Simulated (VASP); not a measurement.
# Mg12H (a cell with a defect) in VASP: single point with PBE

Aim: the single point of Mg12H (a cell with a defect) with PBE.

All numbers are computed with VASP 6.6.1; they aren't measurements. Logs are shortened: lines on timing, memory, paths and dates and some standing lists are left out, and cuts for length are marked.

## 1. The cell of the first run

The cell holds a defect, 13 atoms: a = 6.420 Å, b = 9.630 Å, c = 5.213 Å, α = 90.00°, β = 90.00°, γ = 120.00°.

## 2. Single point, PBE

INCAR

```
PREC = Accurate
ENCUT = 520
EDIFF = 1E-6
ISMEAR = 0
SIGMA = 0.05
LREAL = F
LASPH = T
NELM = 60
ALGO = Normal
ISIF = 2
LWAVE = F
LCHARG = F
GGA = PE
NBANDS = 24
```

KPOINTS

```
Automatic mesh
0
Gamma
  3 2 3
```

POSCAR

```
Mg12H
1.0
    6.4200000000      0.0000000000      0.0000000000
   -4.8150000000      8.3398250000      0.0000000000
    0.0000000000      0.0000000000      5.2130400000
Mg H
12 1
Direct
    0.0000890693     -0.0011288007      0.0035702776
    0.1687054089      0.2230375338      0.4954356767
    0.0010440537      0.3343962253     -0.0025996348
    0.1670370712      0.5549898229      0.4977615748
    0.0014946653      0.6676547769     -0.0035595353
    0.1688331725      0.8900745519      0.4983946028
    0.4986617020     -0.0010764015      0.0048069840
    0.6655146634      0.2230025210      0.4964772954
    0.4984609322      0.3330613052      0.0013909350
    0.6659716484      0.5555362373      0.5021498013
    0.4990919120      0.6667848546      0.0008691666
    0.6653769521      0.8878687502      0.5023274327
    0.3347834898      0.1163090353      0.7374017848
```

Potentials or basis: VASP PAW PBE potentials, release 64 (Mg, H).

Started as:

```console
cat potpaw_PBE.64/Mg/POTCAR potpaw_PBE.64/H/POTCAR > POTCAR
mpirun -np 1 vasp_std > vasp.out
```

OUTCAR:

```text
PREC = Accurate
   ENCUT = 520
   EDIFF = 1E-6
   ISMEAR = 0
   LREAL = F
   LASPH = T
   NELM = 60
   ISIF = 2
   GGA = PE

 ion  position               nearest neighbor table
   1  0.000  0.999  0.004-   6 3.17   2 3.17   5 3.19  12 3.20   7 3.20  11 3.21  12 3.21   9 3.21
                             6 3.22   7 3.22   3 3.23   2 3.24
   2  0.169  0.223  0.495-  13 2.21   9 3.16   1 3.17   8 3.19   3 3.19  10 3.20   4 3.20   6 3.21
                             3 3.21   9 3.21  12 3.23   8 3.23   1 3.24
   3  0.001  0.334  0.997-   4 3.19   4 3.19   2 3.19  11 3.20   9 3.20   8 3.20   5 3.21   8 3.21
                             2 3.21   9 3.22   7 3.23   1 3.23
   4  0.167  0.555  0.498-  11 3.18   3 3.19   3 3.19   5 3.20  10 3.20   2 3.20  12 3.20  11 3.21
                             5 3.21   8 3.21  10 3.22   6 3.22
   5  0.001  0.668  0.996-  10 3.18   6 3.19   7 3.19   1 3.19   4 3.20  11 3.20   6 3.21   4 3.21
                             3 3.21  11 3.22   9 3.23  10 3.23
   6  0.169  0.890  0.498-  13 2.26   7 3.16   1 3.17   5 3.19   8 3.20  12 3.20   2 3.21   5 3.21
                             7 3.21   1 3.22   4 3.22  12 3.22  10 3.23
   7  0.499  0.999  0.005-   6 3.16   8 3.17  12 3.19   5 3.19  11 3.20   1 3.20  12 3.21   6 3.21
                             9 3.22   1 3.22   3 3.23   8 3.24
   8  0.666  0.223  0.496-  13 2.23   7 3.17   9 3.17   2 3.19   6 3.20  10 3.20   3 3.20   4 3.21
                             3 3.21   9 3.22  12 3.23   2 3.23   7 3.24
   9  0.498  0.333  0.001-  13 2.27   2 3.16   8 3.17  10 3.20   3 3.20  10 3.20   1 3.21  11 3.21
                             2 3.21   8 3.22   7 3.22   3 3.22   5 3.23
  10  0.666  0.556  0.502-   5 3.18  11 3.19   9 3.20   2 3.20   4 3.20   8 3.20  12 3.20   9 3.20
                            11 3.21   4 3.22   6 3.23   5 3.23
  11  0.499  0.667  0.001-   4 3.18  12 3.19  10 3.19   5 3.20  12 3.20   3 3.20   7 3.20  10 3.21
                             1 3.21   4 3.21   9 3.21   5 3.22
  12  0.665  0.888  0.502-  11 3.19   7 3.19   1 3.20   6 3.20  11 3.20  10 3.20   4 3.20   1 3.21
                             7 3.21   6 3.22   8 3.23   2 3.23
  13  0.335  0.116  0.737-   2 2.21   8 2.23   6 2.26   9 2.27

  LATTYP: Found a simple monoclinic cell.
 ALAT       =     6.4200000000
 B/A-ratio  =     0.8120000000
 C/A-ratio  =     1.3228757108
 COS(beta)  =    -0.1889822286

  Lattice vectors:

 A1 = (   6.4200000000,   0.0000000000,   0.0000000000)
 A2 = (   0.0000000000,   0.0000000000,   5.2130400000)
 A3 = (  -1.6050000000,  -8.3398250000,   0.0000000000)

Analysis of symmetry for initial positions (statically):
=====================================================================
 Subroutine PRICEL returns:
 Original cell was already a primitive cell.

 Routine SETGRP: Setting up the symmetry group for a
 simple monoclinic supercell.

 Subroutine GETGRP returns: Found  1 space group operations
 (whereof  1 operations were pure point group operations)
 out of a pool of  4 trial point group operations.

The static configuration has the point symmetry C_1 .

Analysis of symmetry for dynamics (positions and initial velocities):
=====================================================================
 Subroutine PRICEL returns:
 Original cell was already a primitive cell.

 Routine SETGRP: Setting up the symmetry group for a
 simple monoclinic supercell.

 Subroutine GETGRP returns: Found  1 space group operations
 (whereof  1 operations were pure point group operations)
 out of a pool of  4 trial point group operations.

The dynamic configuration has the point symmetry C_1 .

 Subroutine INISYM returns: Found  1 space group operations
 (whereof  1 operations are pure point group operations),
 and found     1 'primitive' translations

----------------------------------------------------------------------------------------

                                     Primitive cell

  volume of cell :     279.1149

  direct lattice vectors                    reciprocal lattice vectors
     6.420000000  0.000000000  0.000000000     0.155763240  0.089929945  0.000000000
    -4.815000000  8.339825000  0.000000000     0.000000000  0.119906593  0.000000000
     0.000000000  0.000000000  5.213040000     0.000000000  0.000000000  0.191826650
[... 70 lines left out ...]
|                                                                             |
|     Results are often still useful ...                                      |
|                                                                             |
 -----------------------------------------------------------------------------

 Subroutine IBZKPT returns following result:
 ===========================================

 Found     10 irreducible k-points:

 Following reciprocal coordinates:
            Coordinates               Weight
  0.000000  0.000000  0.000000      1.000000
  0.333333  0.000000  0.000000      2.000000
  0.000000  0.500000  0.000000      1.000000
  0.333333  0.500000  0.000000      2.000000
  0.000000  0.000000  0.333333      2.000000
  0.333333  0.000000  0.333333      2.000000
 -0.333333  0.000000  0.333333      2.000000
  0.000000  0.500000  0.333333      2.000000
  0.333333  0.500000  0.333333      2.000000
 -0.333333  0.500000  0.333333      2.000000
   k-points           NKPTS =     10   k-points in BZ     NKDIM =     10   number of bands    NBANDS=     24
   number of dos      NEDOS =    301   number of ions     NIONS =     13
   total plane-waves  NPLWV = 138240
   dimension x,y,z NGX =    48 NGY =   72 NGZ =   40
   dimension x,y,z NGXF=    96 NGYF=  144 NGZF=   80
   ions per type =              12   1
   NGX,Y,Z   is equivalent  to a cutoff of  12.43, 12.43, 12.76 a.u.
   NGXF,Y,Z  is equivalent  to a cutoff of  24.86, 24.86, 25.51 a.u.
 SYSTEM =  unknown system
   PREC   = accura    normal or accurate (medium, high low for compatibility)
   ISTART =      0    job   : 0-new  1-cont  2-samecut
   ICHARG =      2    charge: 1-file 2-atom 10-const
   ISPIN  =      1    spin polarized calculation?
   LNONCOLLINEAR =      F non collinear calculations
   LSORBIT =      F    spin-orbit coupling
   LASPH  =      T    aspherical Exc in radial PAW
   ENCUT  =  520.0 eV  38.22 Ry    6.18 a.u.  11.94 17.91  9.69*2*pi/ulx,y,z
   NELM   =     60;   NELMIN=  2; NELMDL= -5     # of ELM steps
   EDIFF  = 0.1E-05   stopping-criterion for ELM
   LREAL  =      F    real-space projection
   EDIFFG = 0.1E-04   stopping-criterion for IOM
   NSW    =      0    number of steps for IOM
   IBRION =     -1    ionic relax: 0-MD 1-quasi-New 2-CG
   NFREE  =      0    steps in history (QN), initial steepest desc. (CG)
   ISIF   =      2    stress and relaxation
   ISYM   =      2    0-nonsym 1-usesym 2-fastsym
   POTIM  = 0.5000    time-step for ionic-motion
   TEBEG  =    0.0;   TEEND  =   0.0 temperature during run
   PSTRESS=    0.0 pullay stress
   NELECT =      25.0000    total number of electrons
   NUPDOWN=      -1.0000    fix difference up-down
   EMIN   =  10.00;   EMAX   =-10.00  energy-range for DOS
   EFERMI =   0.00;   METHOD = LEGACY
   ISMEAR =     0;   SIGMA  =   0.05  broadening in eV -4-tet -1-fermi 0-gaus
   EFERMI_NEDOS =   21; number of points for ismear=-14 and -15
   IALGO  =     38    algorithm
   IMIX   =      4    mixing-type and parameters
     AMIX     =   0.40;   BMIX     =  1.00
     AMIX_MAG =   1.60;   BMIX_MAG =  1.00
  volume/ion in A,a.u.               =      21.47       144.89
  Fermi-wavevector in a.u.,A,eV,Ry     =   0.732477  1.384180  7.299827  0.536522
  Thomas-Fermi vector in A             =   1.824949
   LORBIT       =      0    0 simple, 1 ext, 2 COOP (PROOUT), +10 PAW based schemes
   GGA     = PE    functional components
   LHFCALC =     F    Hartree Fock is set to
   AEXX    =    0.0000 exact exchange contribution
   IVDW    =     0    specifies the selected vdW correction
   LEPSILON=     F    determine dielectric tensor
   LRPA    =     F    only Hartree local field effects (RPA)
 non-spin polarized calculation
 Gauss-broadening in eV      SIGMA  =   0.05
  energy-cutoff  :      520.00
  volume of cell :      279.11
 maximum number of plane-waves:      7549
   NGX = 23   NGY = 35   NGZ = 19

 number of electron      25.0000000 magnetization

 Free energy of the ion-electron system (eV)
  ---------------------------------------------------
  ext. energy  EPLUGINS =         0.00000000
  ---------------------------------------------------
  free energy    TOTEN  =       -20.71584450 eV

  energy without entropy =      -20.70316901  energy(sigma->0) =      -20.70950675

 E-fermi :   2.5222     XC(G=0):  -8.5067

 val. band max:        2.5024383630   @ k =   0.0000   0.0000   0.3333
 cond. band min:       2.5917796969   @ k =   0.3333   0.5000   0.3333
 fundamental gap:      0.0893413339
 Fermi energy:         2.5221574766

 k-point     1 :       0.0000    0.0000    0.0000
  band No.  band energies     occupation
      1      -4.7906      2.00000
      2      -2.9785      2.00000
      3      -2.1361      2.00000
      4      -1.1880      2.00000
      5      -0.5739      2.00000
      6       0.0181      2.00000
[... 259 lines left out ...]
     23       6.2989      0.00000
     24       6.3594      0.00000

------------------------ aborting loop because EDIFF is reached ----------------------------------------

  FORCE on cell =-STRESS in cart. coord.  units (eV):
  Direction    XX          YY          ZZ          XY          YZ          ZX
  --------------------------------------------------------------------------------------
  -------------------------------------------------------------------------------------
  Total       -0.4033761     -0.1813569     -2.4223978      0.3499781     -0.1790122     -0.0773408
  in kB       -2.3154621     -1.0410261    -13.9050647      2.0089468     -1.0275671     -0.4439525
  external PRESSURE =      -5.7538510 kB  Pullay stress =       0.0000000 kB

 VOLUME and BASIS-vectors are now :
 -----------------------------------------------------------------------------
  energy-cutoff  :      520.00
  volume of cell :      279.11
      direct lattice vectors                 reciprocal lattice vectors
     6.420000000  0.000000000  0.000000000     0.155763240  0.089929945  0.000000000
    -4.815000000  8.339825000  0.000000000     0.000000000  0.119906593  0.000000000
     0.000000000  0.000000000  5.213040000     0.000000000  0.000000000  0.191826650

 POSITION                                       TOTAL-FORCE (eV/Angst)
 -----------------------------------------------------------------------------------
     -4.80899      8.33041      0.01861         0.004754     -0.001207     -0.013235
      0.00916      1.86009      2.58273        -0.012708      0.004876     -0.001675
     -1.60342      2.78881      5.19949         0.000568      0.011119     -0.002982
     -1.59990      4.62852      2.59485         0.006901     -0.006204     -0.001942
     -3.20516      5.56812      5.19448         0.005250      0.006043     -0.019003
     -3.20180      7.42307      2.59815        -0.001037      0.007437      0.014218
     -1.60841      8.33085      0.02506        -0.001573      0.004399     -0.010167
      3.19885      1.85980      2.58816         0.006192      0.008411      0.003526
      1.59643      2.77767      0.00725         0.000566     -0.007891     -0.015681
      1.60063      4.63308      2.61773        -0.005259     -0.002646      0.016671
     -0.00640      5.56087      0.00453        -0.006364      0.003062      0.000425
     -0.00337      7.40467      2.61865        -0.001748     -0.010296      0.003790
      1.58928      0.97000      3.84411         0.004459     -0.017104      0.026056
 -----------------------------------------------------------------------------------
    total drift:                                0.000012     -0.000004     -0.000072

  FREE ENERGIE OF THE ION-ELECTRON SYSTEM (eV)
  ---------------------------------------------------
  free  energy   TOTEN  =       -20.7158444951 eV

  energy  without entropy=      -20.7031690130  energy(sigma->0) =      -20.70950675
```

Wall time 70 s (1 thread of Intel Xeon Platinum 8559C (Emerald Rapids), shared host); peak memory 0.35 GiB.

What came out:

* Free energy: -20.7158 eV
* Pressure: -0.6 GPa
* Largest force: 0.031 eV/Å
* Band gap on the k mesh: zero (an odd number of electrons rules out a gap without spin polarisation)

Forces on the atoms (eV/Å):
```
Mg   0.005 -0.001 -0.013
Mg  -0.013  0.005 -0.002
Mg   0.001  0.011 -0.003
Mg   0.007 -0.006 -0.002
Mg   0.005  0.006 -0.019
Mg  -0.001  0.007  0.014
Mg  -0.002  0.004 -0.010
Mg   0.006  0.008  0.004
Mg   0.001 -0.008 -0.016
Mg  -0.005 -0.003  0.017
Mg  -0.006  0.003  0.000
Mg  -0.002 -0.010  0.004
H    0.004 -0.017  0.026
```

Caveat: the k points lie up to 0.40 Å⁻¹ apart, too coarse for converged energies and pressures of a metal.

The gap in the log of VASP goes by the Fermi energy; the results here count the filled bands.